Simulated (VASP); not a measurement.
CuAs, 4 atoms in the cell. The structure is hexagonal, space group P6_3/mmc (No. 194). The conventional cell has a = 3.751 Å, b = 3.751 Å, c = 4.538 Å, α = 90.00°, β = 90.00°, γ = 120.00°. Within 3.0 Å of Cu (site symmetry -3m) lie 2 Cu at 2.27 Å and 6 As at 2.44 Å. As (site symmetry -6m2) has 6 Cu at 2.44 Å and 6 As at 3.14 Å within 3.2 Å.  This cell differs from its parent crystal: volume 13.824 Å^3 an atom, c/a of the conventional cell 1.2097.

| Item | Value |
| --- | --- |
| Program | VASP 6.6.1 |
| Task | single point |
| Functional | LDA |
| Potentials or basis | VASP PAW LDA potentials, release 64 (Cu, As) |
| Cutoff | 520 eV |
| k mesh | 15 × 15 × 10 |
| Occupations | gaussian, width 0.15 eV |
| Spin | no spin polarisation |
| Dipole correction | no |
| Further INCAR settings | ALGO = Normal; EDIFF = 1e-06; NBANDS = 24 |

Potentials or basis: VASP PAW LDA potentials, release 64 (Cu, As).

Run with:

```sh
$ cat potpaw_LDA.64/Cu/POTCAR potpaw_LDA.64/As/POTCAR > POTCAR
$ mpirun -np 1 vasp_std > vasp.out
```

Hardware: 1 thread of Intel(R) Xeon(R) Platinum 8175M CPU @ 2.50GHz (Skylake/Cascade Lake) (shared host).

Task: Estimate the wall time of this run.

Result: Run time: 5.3 min on 1 thread of Intel(R) Xeon(R) Platinum 8175M CPU @ 2.50GHz (Skylake/Cascade Lake), with other jobs on the host, peak memory 0.3 GiB. Counts: scf iterations 15, k points 162.
